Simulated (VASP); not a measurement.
# Ta (P6_3/mmc) in VASP: notebook, part 2 of 2

VASP 6.6.1. The steps go on from the part before.

## Step 3: Single point, PBEsol

Input file INCAR:

```
SYSTEM = Ta
PREC = Accurate
ENCUT = 520
EDIFF = 1E-6
ISMEAR = 0
SIGMA = 0.025
LREAL = .False.
LASPH = .True.
NELM = 100
ALGO = Fast
ISIF = 2
LWAVE = .False.
LCHARG = .True.
GGA = PS
LELF = .True.
LVHAR = .True.
NBANDS = 18
```

Input file KPOINTS:

```
Automatic mesh
0
Gamma
  9 9 5
  0 0 0
```

Input file POSCAR:

```
Ta
1.0
    2.9003720726      0.0000000000      0.0000000000
   -1.4501860363      2.5117958953      0.0000000000
    0.0000000000      0.0000000000      5.1662740000
Ta
2
Direct
    0.3333333333      0.6666666667      0.2500000000
    0.6666666667      0.3333333333      0.7500000000
```

Potentials or basis: VASP PAW PBE potentials, release 64 (Ta_pv).

Started as:

```console
> cat potpaw_PBE.64/Ta_pv/POTCAR > POTCAR
> mpirun -np 1 vasp_std > vasp.out
```

It used 17 s of CPU time on 1 thread of Intel Xeon 6975P-C, with other jobs on the host.

The run converged. Its results:

```yaml
Free_energy: -24.4688 eV
Pressure: -7.0 GPa
Band_gap_on_the_k_mesh: zero (band 11 reaches 6.29 eV, above the bottom of band 12 at 4.80 eV)
```

Stress tensor (GPa, compression positive):
```
-8.33  0.00  0.00
 0.00 -8.33  0.00
 0.00  0.00 -4.27
```

Levels at points of the mesh, in eV from the Fermi level:
| k point | band 7 | band 8 | band 9 | band 10 | band 11 | band 12 | band 13 | band 14 | band 15 | band 16 |
| --- | --- | --- | --- | --- | --- | --- | --- | --- | --- | --- |
| (0.00, 0.00, 0.00) | -8.17 | -4.90 | -0.55 | -0.09 | 0.60 | 0.60 | 1.16 | 1.16 | 2.96 | 2.96 |

Caveat: the PAW data sets were made with another functional, which shifts forces and pressure a little; spin-orbit coupling is left out, which moves the levels of the heavy elements.

## Step 4: Single point, PBEsol

Input file INCAR:

```
ALGO = Normal ; EDIFF = 1E-6
ENCUT = 520 ; GGA = PS
ISIF = 2 ; ISMEAR = 0
LASPH = True ; LCHARG = False
LREAL = False ; LWAVE = False
NBANDS = 18 ; NELM = 100
PREC = Accurate ; SIGMA = 0.01
```

Input file KPOINTS:

```
k-points
0
Gamma
  9 9 5
```

POSCAR is that of step 3.

Potentials or basis: VASP PAW PBE potentials, release 64 (Ta_pv).

Started as:

```console
> cat potpaw_PBE.64/Ta_pv/POTCAR > POTCAR
> mpirun -np 1 vasp_std > vasp.out
```

OUTCAR:

```text
EDIFF = 1E-6
   ENCUT = 520
   GGA = PS
   ISIF = 2
   ISMEAR = 0
   LASPH = True
   LREAL = False
   NELM = 100
   PREC = Accurate

 ion  position               nearest neighbor table
   1  0.333  0.667  0.250-   2 3.08   2 3.08   2 3.08   2 3.08   2 3.08   2 3.08
   2  0.667  0.333  0.750-   1 3.08   1 3.08   1 3.08   1 3.08   1 3.08   1 3.08

  LATTYP: Found a hexagonal cell.
 ALAT       =     2.9003720726
 C/A-ratio  =     1.7812452577

  Lattice vectors:

[... 693 lines left out ...]

------------------------ aborting loop because EDIFF is reached ----------------------------------------

  FORCE on cell =-STRESS in cart. coord.  units (eV):
  Direction    XX          YY          ZZ          XY          YZ          ZX
  --------------------------------------------------------------------------------------
  -------------------------------------------------------------------------------------
  Total       -1.9648789     -1.9648789     -1.0235831      0.0000000      0.0000000      0.0000000
  in kB      -83.6432462    -83.6432462    -43.5730712      0.0000000      0.0000000      0.0000000
  external PRESSURE =     -70.2865212 kB  Pullay stress =       0.0000000 kB

 VOLUME and BASIS-vectors are now :
 -----------------------------------------------------------------------------
  energy-cutoff  :      520.00
  volume of cell :       37.64
      direct lattice vectors                 reciprocal lattice vectors
     2.900372073  0.000000000  0.000000000     0.344783350  0.199060760  0.000000000
    -1.450186036  2.511795895  0.000000000     0.000000000  0.398121520  0.000000000
     0.000000000  0.000000000  5.166274000     0.000000000  0.000000000  0.193563098

 POSITION                                       TOTAL-FORCE (eV/Angst)
 -----------------------------------------------------------------------------------
     -0.00000      1.67453      1.29157         0.000000     -0.000000      0.000000
      1.45019      0.83727      3.87471        -0.000000      0.000000      0.000000
 -----------------------------------------------------------------------------------
    total drift:                               -0.000000      0.000000     -0.000000

  FREE ENERGIE OF THE ION-ELECTRON SYSTEM (eV)
  ---------------------------------------------------
  free  energy   TOTEN  =       -24.4686351966 eV

  energy  without entropy=      -24.4685709326  energy(sigma->0) =      -24.46860306
```

OSZICAR:

```text
N       E                     dE             d eps       ncg     rms          rms(c)
DAV:   1     0.169469489358E+03    0.16947E+03   -0.12762E+04  1296   0.126E+03
DAV:   2    -0.211952099003E+02   -0.19066E+03   -0.18780E+03  1622   0.357E+02
DAV:   3    -0.254720686833E+02   -0.42769E+01   -0.42324E+01  1592   0.499E+01
DAV:   4    -0.255026408356E+02   -0.30572E-01   -0.30539E-01  1470   0.446E+00
DAV:   5    -0.255028607441E+02   -0.21991E-03   -0.21990E-03  1446   0.366E-01    0.180E+01
DAV:   6    -0.247143874657E+02    0.78847E+00   -0.85406E-01  1444   0.786E+00    0.859E+00
DAV:   7    -0.244726525848E+02    0.24173E+00   -0.68059E-01  1458   0.662E+00    0.484E-01
DAV:   8    -0.244688444815E+02    0.38081E-02   -0.63167E-03  1440   0.697E-01    0.161E-01
DAV:   9    -0.244686459521E+02    0.19853E-03   -0.35873E-04  1640   0.169E-01    0.481E-02
DAV:  10    -0.244686346924E+02    0.11260E-04   -0.22116E-05  1476   0.383E-02    0.692E-03
DAV:  11    -0.244686351966E+02   -0.50414E-06   -0.87619E-07   782   0.714E-03
   1 F= -.24468635E+02 E0= -.24468603E+02  d E =-.642639E-04
```

It used 12 s of CPU time on 1 thread of Intel Xeon 6975P-C, with other jobs on the host.

Results:

| Item | Value |
| --- | --- |
| Free energy | -24.4686 eV |
| Pressure | -7.0 GPa |
| Band gap on the k mesh | zero (band 11 reaches 6.29 eV, above the bottom of band 12 at 4.80 eV) |

Stress tensor (GPa, compression positive):
```
-8.36  0.00  0.00
 0.00 -8.36  0.00
 0.00  0.00 -4.36
```

Caveat: the PAW data sets were made with another functional, which shifts forces and pressure a little; spin-orbit coupling is left out, which moves the levels of the heavy elements.

## Step 5: Single point, PBEsol

Input file INCAR:

```
SYSTEM = Ta
ALGO = Fast ; EDIFF = 1E-6
ENCUT = 520 ; GGA = PS
ISIF = 2 ; ISMEAR = 0
LASPH = .True. ; LCHARG = .False.
LREAL = .False. ; LWAVE = .False.
NBANDS = 18 ; NELM = 60
PREC = Accurate ; SIGMA = 0.005
```

Input file KPOINTS:

```
k-points
0
Gamma
  9 9 5
  0 0 0
```

POSCAR is that of step 4.

Started as:

```console
> cat potpaw_PBE.64/Ta_pv/POTCAR > POTCAR
> mpirun -np 1 vasp_std > vasp.out
```

Wall time 21 s (1 thread of Intel Xeon 6975P-C, shared host); peak memory 0.16 GiB.

Results (log left out):

```
Free energy            : -24.4686 eV
Pressure               : -7.0 GPa
Band gap on the k mesh : zero (band 11 reaches 6.29 eV, above the bottom of band 12 at 4.80 eV)
```

Stress tensor (GPa, compression positive):
```
-8.34  0.00  0.00
 0.00 -8.34  0.00
 0.00  0.00 -4.36
```

Levels at points of the mesh, in eV from the Fermi level:
```csv
k point,band 9,band 10,band 11,band 12,band 13,band 14
"(0.00, 0.00, 0.00)",-0.56,-0.10,0.59,0.59,1.15,1.15
```

Caveat: the PAW data sets were made with another functional, which shifts forces and pressure a little; spin-orbit coupling is left out, which moves the levels of the heavy elements.

## Step 6: Single point, LDA (volume scaled by 0.94)

Input file INCAR:

```
PREC     = Accurate       # precision mode
ENCUT    = 520            # plane-wave cutoff, eV
EDIFF    = 1E-6           # SCF threshold, eV
ISMEAR   = -1             # smearing method
SIGMA    = 0.05           # smearing width, eV
LREAL    = F              # projectors in reciprocal space
LASPH    = T              # aspherical terms in the spheres
NELM     = 100            # most SCF steps
ALGO     = Normal         # electronic algorithm
ISIF     = 2              # what is computed and relaxed
LWAVE    = F              # write WAVECAR
LCHARG   = F              # write CHGCAR
NBANDS   = 18             # bands
```

Input file KPOINTS:

```
regular mesh
0
Gamma
  11 11 5
```

Input file POSCAR:

```
Ta
1.0
    2.8411641924      0.0000000000      0.0000000000
   -1.4205820962      2.4605203670      0.0000000000
    0.0000000000      0.0000000000      5.0608102442
Ta
2
Direct
    0.3333333333      0.6666666667      0.2500000000
    0.6666666667      0.3333333333      0.7500000000
```

Potentials or basis: VASP PAW LDA potentials, release 64 (Ta_pv).

Started as:

```console
> cat potpaw_LDA.64/Ta_pv/POTCAR > POTCAR
> mpirun -np 1 vasp_std > vasp.out
```

OUTCAR:

```text
PREC = Accurate
   ENCUT = 520
   EDIFF = 1E-6
   ISMEAR = -1
   LREAL = F
   LASPH = T
   NELM = 100
   ISIF = 2

 ion  position               nearest neighbor table
   1  0.333  0.667  0.250-   2 3.02   2 3.02   2 3.02   2 3.02   2 3.02   2 3.02
   2  0.667  0.333  0.750-   1 3.02   1 3.02   1 3.02   1 3.02   1 3.02   1 3.02

  LATTYP: Found a hexagonal cell.
 ALAT       =     2.8411641924
 C/A-ratio  =     1.7812452577

  Lattice vectors:

 A1 = (   2.8411641924,   0.0000000000,   0.0000000000)
[... 692 lines left out ...]
------------------------ aborting loop because EDIFF is reached ----------------------------------------

  FORCE on cell =-STRESS in cart. coord.  units (eV):
  Direction    XX          YY          ZZ          XY          YZ          ZX
  --------------------------------------------------------------------------------------
  -------------------------------------------------------------------------------------
  Total       -0.0084539     -0.0084539      0.3650035      0.0000000      0.0000000     -0.0000000
  in kB       -0.3828462     -0.3828462     16.5296716      0.0000000      0.0000000     -0.0000000
  external PRESSURE =       5.2546598 kB  Pullay stress =       0.0000000 kB

 VOLUME and BASIS-vectors are now :
 -----------------------------------------------------------------------------
  energy-cutoff  :      520.00
  volume of cell :       35.38
      direct lattice vectors                 reciprocal lattice vectors
     2.841164192  0.000000000  0.000000000     0.351968395  0.203209047  0.000000000
    -1.420582096  2.460520367  0.000000000     0.000000000  0.406418095  0.000000000
     0.000000000  0.000000000  5.060810244     0.000000000  0.000000000  0.197596818

 POSITION                                       TOTAL-FORCE (eV/Angst)
 -----------------------------------------------------------------------------------
     -0.00000      1.64035      1.26520        -0.000000     -0.000000      0.000000
      1.42058      0.82017      3.79561         0.000000      0.000000      0.000000
 -----------------------------------------------------------------------------------
    total drift:                               -0.000000      0.000000     -0.000000

  FREE ENERGIE OF THE ION-ELECTRON SYSTEM (eV)
  ---------------------------------------------------
  free  energy   TOTEN  =       -25.0690887446 eV

  energy  without entropy=      -25.0539172555  energy(sigma->0) =      -25.06150300
```

It took 11 s on 1 thread of Intel Xeon 6975P-C, shared host; peak memory 0.15 GiB.

What came out:

```yaml
Free_energy: -25.0691 eV
Pressure: 0.5 GPa
Band_gap_on_the_k_mesh: zero (band 11 reaches 7.13 eV, above the bottom of band 12 at 5.38 eV)
```

Stress tensor (GPa, compression positive):
```
-0.04  0.00  0.00
 0.00 -0.04  0.00
 0.00  0.00  1.65
```

Levels at points of the mesh, in eV from the Fermi level:
```tsv
k point	band 9	band 10	band 11	band 12	band 13	band 14
(0.00, 0.00, 0.00)	-0.70	0.20	0.53	0.53	1.14	1.14
```

Caveat: spin-orbit coupling is left out, which moves the levels of the heavy elements.

## Step 7: The runs side by side

| level | potentials or basis | cell | k mesh | smearing | gap on the mesh (eV) | pressure (GPa) |
| --- | --- | --- | --- | --- | --- | --- |
| PBEsol | VASP PAW PBE potentials, release 64 (Ta_pv) | a = 2.900, b = 2.900, c = 5.166 Å, angles 90.0, 90.0, 120.0°, 2 atoms | 9 × 9 × 5 | gaussian 0.05 eV | none | -7.0 |
| PBEsol | VASP PAW PBE potentials, release 64 (Ta_pv) | a = 2.900, b = 2.900, c = 5.166 Å, angles 90.0, 90.0, 120.0°, 2 atoms | 9 × 9 × 5 | gaussian 0.025 eV | none | -7.0 |
| PBEsol | VASP PAW PBE potentials, release 64 (Ta_pv) | a = 2.900, b = 2.900, c = 5.166 Å, angles 90.0, 90.0, 120.0°, 2 atoms | 9 × 9 × 5 | gaussian 0.01 eV | none | -7.0 |
| PBEsol | VASP PAW PBE potentials, release 64 (Ta_pv) | a = 2.900, b = 2.900, c = 5.166 Å, angles 90.0, 90.0, 120.0°, 2 atoms | 9 × 9 × 5 | gaussian 0.005 eV | none | -7.0 |
| LDA | VASP PAW LDA potentials, release 64 (Ta_pv) | a = 2.841, b = 2.841, c = 5.061 Å, angles 90.0, 90.0, 120.0°, 2 atoms | 11 × 11 × 5 | fermi-dirac 0.05 eV | none | 0.5 |

Alike in all rows: task single point; no spin polarisation; cutoff (eV) 520.

Caveats: spin-orbit coupling is left out, which moves the levels of the heavy elements; the PAW data sets were made with another functional, which shifts forces and pressure a little (some runs).

Total energies depend on the potentials used, so only differences within one code and one set of settings carry meaning.
